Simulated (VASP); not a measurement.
Mn: single point with PBE

Crystal: Mn.

```
CELL_PARAMETERS angstrom
0.00000 1.71612 1.71612
1.71612 0.00000 1.71612
1.71612 1.71612 0.00000
ATOMIC_POSITIONS crystal
Mn 0.00000 0.00000 0.00000
```

This isn't the form of Mn at room conditions, which is a 58-atom cubic cell.

```
Program             : VASP 6.6.1
Task                : single point
Functional          : PBE
Potentials or basis : VASP PAW PBE potentials, release 64 (Mn_pv)
Cutoff              : 520 eV
k mesh              : 53 × 53 × 53
Occupations         : fermi-dirac, width 0.0612256 eV
Spin                : no spin polarisation
```

* Pressure: 19.5 GPa
* Band gap on the k mesh: zero (an odd number of electrons rules out a gap without spin polarisation)

Levels at points of the mesh, in eV from the Fermi level:
```csv
k point,band 3,band 4,band 5,band 6,band 7,band 8,band 9,band 10,band 11,band 12
"(0.00, 0.00, 0.00)",-47.61,-8.58,-1.26,-1.26,-1.26,0.59,0.59,21.80,28.03,28.03
```

It took 2.8 min on 1 thread of Intel(R) Xeon(R) 6975P-C (Granite Rapids), on a shared host, peak memory 0.52 GiB.

Caveat: the cell stands under pressure; the run has no spin polarisation, though such a crystal can be magnetic. Spin polarisation is off, so any magnetic state and its effect on volume and gap are missing.
